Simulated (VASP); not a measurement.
# Ti2C (R-3m) in VASP: further runs, part 2 of 2

VASP 6.6.1. Earlier steps stand in the parts before.

### Step 4. Single point, PBEsol

This run uses another cell than the first one, of 12.93 Å³/atom, 1.043 times its volume.

Input file INCAR:

```
PREC     = Accurate       # precision mode
ENCUT    = 520            # plane-wave cutoff, eV
EDIFF    = 1E-6           # SCF threshold, eV
ISMEAR   = -1             # smearing method
SIGMA    = 0.05           # smearing width, eV
LREAL    = False          # projectors in reciprocal space
LASPH    = True           # aspherical terms in the spheres
NELM     = 100            # most SCF steps
ALGO     = Normal         # electronic algorithm
ISIF     = 2              # what is computed and relaxed
LWAVE    = False          # write WAVECAR
LCHARG   = False          # write CHGCAR
GGA      = PS             # functional
NBANDS   = 21             # bands
```

Input file KPOINTS:

```
Automatic mesh
0
Gamma
  10 10 10
```

Input file POSCAR:

```
Ti2C
1.0
    1.5303576132      0.8835523799      4.7814616989
   -1.5303576132      0.8835523799      4.7814616989
    0.0000000000     -1.7671047599      4.7814616989
Ti C
2 1
Direct
    0.7545021700      0.7545021700      0.7545021700
    0.2454978300      0.2454978300      0.2454978300
    0.5000000000      0.5000000000      0.5000000000
```

Potentials or basis: VASP PAW PBE potentials, release 64 (Ti_sv, C).

Run with:

```
$ cat potpaw_PBE.64/Ti_sv/POTCAR potpaw_PBE.64/C/POTCAR > POTCAR
$ mpirun -np 1 vasp_std > vasp.out
```

OUTCAR:

```text
PREC = Accurate
   ENCUT = 520
   EDIFF = 1E-6
   ISMEAR = -1
   LREAL = False
   LASPH = True
   NELM = 100
   ISIF = 2
   GGA = PS

 ion  position               nearest neighbor table
   1  0.755  0.755  0.755-   3 2.10   3 2.10   3 2.10   2 2.87   2 2.87   2 2.87
   2  0.245  0.245  0.245-   3 2.10   3 2.10   3 2.10   1 2.87   1 2.87   1 2.87
   3  0.500  0.500  0.500-   2 2.10   2 2.10   1 2.10   1 2.10   2 2.10   1 2.10

  LATTYP: Found a trigonal (rhomboedric) cell.
 ALAT       =     5.0975518840
 COS(alpha) =     0.8197428323

  Lattice vectors:

 A1 = (   1.5303576132,   0.8835523799,   4.7814616989)
 A2 = (  -1.5303576132,   0.8835523799,   4.7814616989)
 A3 = (   0.0000000000,  -1.7671047599,   4.7814616989)

Analysis of symmetry for initial positions (statically):
=====================================================================
 Subroutine PRICEL returns:
 Original cell was already a primitive cell.

 Routine SETGRP: Setting up the symmetry group for a
 trigonal (rhombohedral) supercell.

 Subroutine GETGRP returns: Found 12 space group operations
 (whereof 12 operations were pure point group operations)
 out of a pool of 12 trial point group operations.

The static configuration has the point symmetry D_3d.

Analysis of symmetry for dynamics (positions and initial velocities):
=====================================================================
 Subroutine PRICEL returns:
 Original cell was already a primitive cell.

 Routine SETGRP: Setting up the symmetry group for a
 trigonal (rhombohedral) supercell.

 Subroutine GETGRP returns: Found 12 space group operations
 (whereof 12 operations were pure point group operations)
 out of a pool of 12 trial point group operations.

The dynamic configuration has the point symmetry D_3d.

 Subroutine INISYM returns: Found 12 space group operations
 (whereof 12 operations are pure point group operations),
 and found     1 'primitive' translations

----------------------------------------------------------------------------------------

                                     Primitive cell

  volume of cell :      38.7916

  direct lattice vectors                    reciprocal lattice vectors
     1.530357613  0.883552380  4.781461699     0.326721020  0.188632469  0.069713689
    -1.530357613  0.883552380  4.781461699    -0.326721020  0.188632469  0.069713689
     0.000000000 -1.767104760  4.781461699     0.000000000 -0.377264937  0.069713689

  length of vectors
     5.097551884  5.097551884  5.097551884     0.383651967  0.383651967  0.383651967

  position of ions in fractional coordinates (direct lattice)
     0.754502170  0.754502170  0.754502170
     0.245497830  0.245497830  0.245497830
     0.500000000  0.500000000  0.500000000

  ion indices of the primitive-cell ions
   primitive index   ion index
                 1           1
                 2           2
                 3           3

----------------------------------------------------------------------------------------

 KPOINTS: Automatic mesh

Automatic generation of k-mesh.
 Grid dimensions read from file:
 generate k-points for:   10   10   10

 Generating k-lattice:

  Cartesian coordinates                     Fractional coordinates (reciprocal lattice)
     0.032672102  0.018863247  0.006971369     0.100000000 -0.000000000  0.000000000
    -0.032672102  0.018863247  0.006971369    -0.000000000  0.100000000  0.000000000
     0.000000000 -0.037726494  0.006971369     0.000000000  0.000000000  0.100000000

  Length of vectors
     0.038365197  0.038365197  0.038365197

  Shift w.r.t. Gamma in fractional coordinates (k-lattice)
     0.000000000  0.000000000  0.000000000

 Subroutine IBZKPT returns following result:
 ===========================================

 Found    116 irreducible k-points:

 Following reciprocal coordinates:
            Coordinates               Weight
  0.000000  0.000000  0.000000      1.000000
  0.100000 -0.000000  0.000000      6.000000
  0.200000 -0.000000  0.000000      6.000000
  0.300000  0.000000 -0.000000      6.000000
  0.400000  0.000000 -0.000000      6.000000
  0.500000 -0.000000 -0.000000      3.000000
[... 16 lines left out ...]
  0.300000  0.300000 -0.000000      6.000000
  0.400000  0.300000 -0.000000     12.000000
 [... further k-points ...]
   k-points           NKPTS =    116   k-points in BZ     NKDIM =    116   number of bands    NBANDS=     21
   number of dos      NEDOS =    301   number of ions     NIONS =      3
   total plane-waves  NPLWV =  64000
   dimension x,y,z NGX =    40 NGY =   40 NGZ =   40
   dimension x,y,z NGXF=    80 NGYF=   80 NGZF=   80
   ions per type =               2   1
   NGX,Y,Z   is equivalent  to a cutoff of  13.05, 13.05, 13.05 a.u.
   NGXF,Y,Z  is equivalent  to a cutoff of  26.09, 26.09, 26.09 a.u.
 SYSTEM =  unknown system
   PREC   = accura    normal or accurate (medium, high low for compatibility)
   ISTART =      0    job   : 0-new  1-cont  2-samecut
   ICHARG =      2    charge: 1-file 2-atom 10-const
   ISPIN  =      1    spin polarized calculation?
   LNONCOLLINEAR =      F non collinear calculations
   LSORBIT =      F    spin-orbit coupling
   LASPH  =      T    aspherical Exc in radial PAW
   ENCUT  =  520.0 eV  38.22 Ry    6.18 a.u.   9.48  9.48  9.48*2*pi/ulx,y,z
   NELM   =    100;   NELMIN=  2; NELMDL= -5     # of ELM steps
   EDIFF  = 0.1E-05   stopping-criterion for ELM
   LREAL  =      F    real-space projection
   EDIFFG = 0.1E-04   stopping-criterion for IOM
   NSW    =      0    number of steps for IOM
   IBRION =     -1    ionic relax: 0-MD 1-quasi-New 2-CG
   NFREE  =      0    steps in history (QN), initial steepest desc. (CG)
   ISIF   =      2    stress and relaxation
   ISYM   =      2    0-nonsym 1-usesym 2-fastsym
   POTIM  = 0.5000    time-step for ionic-motion
   TEBEG  =    0.0;   TEEND  =   0.0 temperature during run
   PSTRESS=    0.0 pullay stress
   NELECT =      28.0000    total number of electrons
   NUPDOWN=      -1.0000    fix difference up-down
   EMIN   =  10.00;   EMAX   =-10.00  energy-range for DOS
   EFERMI =   0.00;   METHOD = LEGACY
   ISMEAR =    -1;   SIGMA  =   0.05  broadening in eV -4-tet -1-fermi 0-gaus
   EFERMI_NEDOS =   21; number of points for ismear=-14 and -15
   IALGO  =     38    algorithm
   IMIX   =      4    mixing-type and parameters
     AMIX     =   0.40;   BMIX     =  1.00
     AMIX_MAG =   1.60;   BMIX_MAG =  1.00
  volume/ion in A,a.u.               =      12.93        87.26
  Fermi-wavevector in a.u.,A,eV,Ry     =   1.468526  2.775113 29.341917  2.156570
  Thomas-Fermi vector in A             =   2.584014
   LORBIT       =      0    0 simple, 1 ext, 2 COOP (PROOUT), +10 PAW based schemes
   GGA     = PS    functional components
   LHFCALC =     F    Hartree Fock is set to
   AEXX    =    0.0000 exact exchange contribution
   IVDW    =     0    specifies the selected vdW correction
   LEPSILON=     F    determine dielectric tensor
   LRPA    =     F    only Hartree local field effects (RPA)
 non-spin polarized calculation
  energy-cutoff  :      520.00
  volume of cell :       38.79
 maximum number of plane-waves:      1064
 NGX is ok and might be reduce to    40
   NGX = 19   NGY = 19   NGZ = 19

 number of electron      28.0000002 magnetization

 Free energy of the ion-electron system (eV)
  ---------------------------------------------------
  ext. energy  EPLUGINS =         0.00000000
  ---------------------------------------------------
  free energy    TOTEN  =       -28.42879532 eV

  energy without entropy =      -28.41217795  energy(sigma->0) =      -28.42048663

 E-fermi :   8.4644     XC(G=0): -12.0653

 val. band max:        8.4500594659   @ k =  -0.4000   0.5000   0.4000
 cond. band min:       8.4867527345   @ k =   0.3000   0.2000   0.1000
 fundamental gap:      0.0366932686
 Fermi energy:         8.4644453629

 k-point     1 :       0.0000    0.0000    0.0000
  band No.  band energies     occupation
      1     -48.0009      2.00000
      2     -47.8889      2.00000
      3     -24.7064      2.00000
      4     -24.1470      2.00000
      5     -24.1470      2.00000
      6     -24.0961      2.00000
[... 13 lines left out ...]
     20      11.5463      0.00000
     21      12.6302      0.00000
[... 529 lines left out ...]
 k-point    24 :       0.4000    0.3000   -0.0000
  band No.  band energies     occupation
      1     -47.9303      2.00000
      2     -47.8795      2.00000
      3     -24.5837      2.00000
      4     -24.5017      2.00000
      5     -24.2919      2.00000
      6     -24.2360      2.00000
[... 13 lines left out ...]
     20      12.3411      0.00000
     21      13.1027      0.00000

 [... further k-points ...]
[... 5 lines left out ...]
  --------------------------------------------------------------------------------------
  -------------------------------------------------------------------------------------
  Total       -0.2234800     -0.2234800     -0.1070946      0.0000000      0.0000000      0.0000000
  in kB       -9.2302216     -9.2302216     -4.4232452      0.0000000      0.0000000      0.0000000
  external PRESSURE =      -7.6278961 kB  Pullay stress =       0.0000000 kB

 VOLUME and BASIS-vectors are now :
 -----------------------------------------------------------------------------
  energy-cutoff  :      520.00
  volume of cell :       38.79
      direct lattice vectors                 reciprocal lattice vectors
     1.530357613  0.883552380  4.781461699     0.326721020  0.188632469  0.069713689
    -1.530357613  0.883552380  4.781461699    -0.326721020  0.188632469  0.069713689
     0.000000000 -1.767104760  4.781461699     0.000000000 -0.377264937  0.069713689

 POSITION                                       TOTAL-FORCE (eV/Angst)
 -----------------------------------------------------------------------------------
      0.00000     -0.00000     10.82287         0.000000      0.000000     -0.057620
      0.00000     -0.00000      3.52152         0.000000     -0.000000      0.057620
      0.00000     -0.00000      7.17219         0.000000     -0.000000      0.000000
 -----------------------------------------------------------------------------------
    total drift:                                0.000000      0.000000     -0.000000

  FREE ENERGIE OF THE ION-ELECTRON SYSTEM (eV)
  ---------------------------------------------------
  free  energy   TOTEN  =       -28.4287953175 eV

  energy  without entropy=      -28.4121779521  energy(sigma->0) =      -28.42048663
```

It took 3.2 min on 1 thread of Intel Xeon Platinum 8488C (Sapphire Rapids), shared host; peak memory 0.28 GiB.

Results:

```
Free energy            : -28.4288 eV
Pressure               : -0.8 GPa
Largest force          : 0.058 eV/Å
Band gap on the k mesh : zero (band 14 reaches 9.08 eV, above the bottom of band 15 at 8.26 eV)
```

Forces in eV/Å, atoms in the order of the input:
```
Ti   0.000  0.000 -0.058
Ti   0.000  0.000  0.058
C    0.000  0.000  0.000
```

Stress tensor (GPa, compression positive):
```
-0.92  0.00  0.00
 0.00 -0.92  0.00
 0.00  0.00 -0.44
```

Levels at points of the mesh, in eV from the Fermi level:
```tsv
k point	band 11	band 12	band 13	band 14	band 15	band 16	band 17	band 18
(0.00, 0.00, 0.00)	-2.60	-2.60	-2.00	0.48	0.48	1.02	1.98	1.98
(0.50, 0.00, 0.00)	-3.04	-2.47	-1.31	-0.97	0.13	1.88	2.75	2.93
(0.50, 0.50, 0.00)	-2.88	-2.65	-1.71	-0.87	0.91	2.54	2.94	3.13
(0.50, 0.50, 0.50)	-2.44	-2.44	-0.89	0.14	0.87	0.87	1.80	1.80
```

Caveat: the PAW data sets were made with another functional, which shifts forces and pressure a little.

### Step 5. Single point, PBEsol

This run uses another cell than the first one, of 13.19 Å³/atom, 1.064 times its volume.

Input file INCAR:

```
SYSTEM = Ti2C
PREC = Accurate
ENCUT = 520
EDIFF = 1E-6
ISMEAR = -1
SIGMA = 0.05
LREAL = .FALSE.
LASPH = .TRUE.
NELM = 100
ALGO = Normal
ISIF = 2
LWAVE = .FALSE.
LCHARG = .TRUE.
GGA = PS
LELF = .TRUE.
LVHAR = .TRUE.
NBANDS = 21
```

Input file KPOINTS:

```
regular mesh
0
G
  10 10 10
  0 0 0
```

Input file POSCAR:

```
Ti2C
1.0
    1.5406981810      0.8895225095      4.8137698526
   -1.5406981810      0.8895225095      4.8137698526
    0.0000000000     -1.7790450191      4.8137698526
Ti C
2 1
Direct
    0.7545021700      0.7545021700      0.7545021700
    0.2454978300      0.2454978300      0.2454978300
    0.5000000000      0.5000000000      0.5000000000
```

Potentials or basis: VASP PAW PBE potentials, release 64 (Ti_sv, C).

Run with:

```
$ cat potpaw_PBE.64/Ti_sv/POTCAR potpaw_PBE.64/C/POTCAR > POTCAR
$ mpirun -np 1 vasp_std > vasp.out
```

OUTCAR:

```text
SYSTEM = Ti2C
   PREC = Accurate
   ENCUT = 520
   EDIFF = 1E-6
   ISMEAR = -1
   LREAL = .FALSE.
   LASPH = .TRUE.
   NELM = 100
   ISIF = 2
   GGA = PS

 ion  position               nearest neighbor table
   1  0.755  0.755  0.755-   3 2.11   3 2.11   3 2.11   2 2.89   2 2.89   2 2.89
   2  0.245  0.245  0.245-   3 2.11   3 2.11   3 2.11   1 2.89   1 2.89   1 2.89
   3  0.500  0.500  0.500-   2 2.11   2 2.11   1 2.11   1 2.11   2 2.11   1 2.11

  LATTYP: Found a trigonal (rhomboedric) cell.
 ALAT       =     5.1319958470
 COS(alpha) =     0.8197428323

  Lattice vectors:
[... 195 lines left out ...]
      6     -24.3728      2.00000
[... 565 lines left out ...]
     20      12.0234      0.00000
     21      12.7693      0.00000

 [... further k-points ...]
[... 5 lines left out ...]
  --------------------------------------------------------------------------------------
  -------------------------------------------------------------------------------------
  Total       -1.1602092     -1.1602092     -1.0041767      0.0000000      0.0000000      0.0000000
  in kB      -46.9608330    -46.9608330    -40.6452367      0.0000000      0.0000000      0.0000000
  external PRESSURE =     -44.8556342 kB  Pullay stress =       0.0000000 kB

 VOLUME and BASIS-vectors are now :
 -----------------------------------------------------------------------------
  energy-cutoff  :      520.00
  volume of cell :       39.58
      direct lattice vectors                 reciprocal lattice vectors
     1.540698181  0.889522510  4.813769853     0.324528195  0.187366441  0.069245798
    -1.540698181  0.889522510  4.813769853    -0.324528195  0.187366441  0.069245798
     0.000000000 -1.779045019  4.813769853     0.000000000 -0.374732882  0.069245798

 POSITION                                       TOTAL-FORCE (eV/Angst)
 -----------------------------------------------------------------------------------
      0.00000     -0.00000     10.89600         0.000000     -0.000000      0.163516
      0.00000     -0.00000      3.54531         0.000000      0.000000     -0.163516
      0.00000     -0.00000      7.22065         0.000000     -0.000000      0.000000
 -----------------------------------------------------------------------------------
    total drift:                                0.000000      0.000000     -0.000000

  FREE ENERGIE OF THE ION-ELECTRON SYSTEM (eV)
  ---------------------------------------------------
  free  energy   TOTEN  =       -28.4160502509 eV

  energy  without entropy=      -28.3988129236  energy(sigma->0) =      -28.40743159
```

Run time: 3.6 min. Hardware: 1 thread of Intel Xeon Platinum 8488C (Sapphire Rapids), shared host; peak memory 0.28 GiB.

What came out:

```yaml
Free_energy: -28.4161 eV
Pressure: -4.5 GPa
Largest_force: 0.164 eV/Å
Band_gap_on_the_k_mesh: zero (band 14 reaches 8.86 eV, above the bottom of band 15 at 8.05 eV)
```

Forces in eV/Å, atoms in the order of the input:
```
Ti   0.000  0.000  0.164
Ti   0.000  0.000 -0.164
C    0.000  0.000  0.000
```

Caveat: the PAW data sets were made with another functional, which shifts forces and pressure a little.

### Step 6. Single point, PBEsol

This run uses another cell than the first one, of 13.46 Å³/atom, 1.085 times its volume.

Input file INCAR:

```
SYSTEM = Ti2C
  PREC = Accurate
  ENCUT = 520
  EDIFF = 1E-6
  ISMEAR = -1
  SIGMA = 0.05
  LREAL = .FALSE.
  LASPH = .TRUE.
  NELM = 100
  ALGO = Normal
  ISIF = 2
  LWAVE = .FALSE.
  LCHARG = .FALSE.
  GGA = PS
  NBANDS = 21
```

KPOINTS is that of step 5.

Input file POSCAR:

```
Ti2C
1.0
    1.5509017776      0.8954135587      4.8456500522
   -1.5509017776      0.8954135587      4.8456500522
    0.0000000000     -1.7908271176      4.8456500522
Ti C
2 1
Direct
    0.7545021700      0.7545021700      0.7545021700
    0.2454978300      0.2454978300      0.2454978300
    0.5000000000      0.5000000000      0.5000000000
```

Potentials or basis: VASP PAW PBE potentials, release 64 (Ti_sv, C).

Run with:

```
$ cat potpaw_PBE.64/Ti_sv/POTCAR potpaw_PBE.64/C/POTCAR > POTCAR
$ mpirun -np 1 vasp_std > vasp.out
```

Run time: 3.2 min. Hardware: 1 thread of Intel Xeon Platinum 8488C (Sapphire Rapids), shared host; peak memory 0.28 GiB.

Results (log left out):

| Property | Result |
| --- | --- |
| Free energy | -28.3858 eV |
| Pressure | -7.8 GPa |
| Largest force | 0.368 eV/Å |
| Band gap on the k mesh | zero (band 14 reaches 8.64 eV, above the bottom of band 15 at 7.84 eV) |

Forces in eV/Å, atoms in the order of the input:
```
Ti   0.000  0.000  0.368
Ti   0.000  0.000 -0.368
C    0.000  0.000  0.000
```

Stress tensor (GPa, compression positive):
```
-8.10  0.00  0.00
 0.00 -8.10  0.00
 0.00  0.00 -7.34
```

Levels at points of the mesh, in eV from the Fermi level:
```
           k point  band 10  band 11  band 12  band 13  band 14  band 15  band 16  band 17  band 18  band 19
(0.00, 0.00, 0.00)    -4.79    -2.50    -2.50    -2.04     0.47     0.47     0.97     1.87     1.87     2.91
(0.50, 0.00, 0.00)    -4.65    -2.96    -2.41    -1.25    -0.94     0.11     1.78     2.61     2.77     3.02
(0.50, 0.50, 0.00)    -4.99    -2.83    -2.57    -1.62    -0.87     0.84     2.41     2.78     2.96     3.28
(0.50, 0.50, 0.50)    -5.60    -2.35    -2.35    -0.88     0.13     0.83     0.83     1.71     1.71     2.03
```

Caveat: the PAW data sets were made with another functional, which shifts forces and pressure a little.

### Step 7. The runs side by side

```csv
cell,gap on the mesh (eV),pressure (GPa),largest force (eV/Å)
"a = 5.027 Å, angles 34.9°, 3 atoms",none,7.9,0.56
"a = 5.063 Å, angles 34.9°, 3 atoms",none,3.4,0.30
"a = 5.098 Å, angles 34.9°, 3 atoms",none,-0.8,0.06
"a = 5.132 Å, angles 34.9°, 3 atoms",none,-4.5,0.16
"a = 5.166 Å, angles 34.9°, 3 atoms",none,-7.8,0.37
```

Alike in all rows: task single point; level PBEsol; potentials or basis VASP PAW PBE potentials, release 64 (Ti_sv, C); no spin polarisation; k mesh 10 × 10 × 10; cutoff (eV) 520; smearing fermi-dirac 0.05 eV.

Caveats: the PAW data sets were made with another functional, which shifts forces and pressure a little.

Total energies depend on the potentials used, so only differences within one code and one set of settings carry meaning.
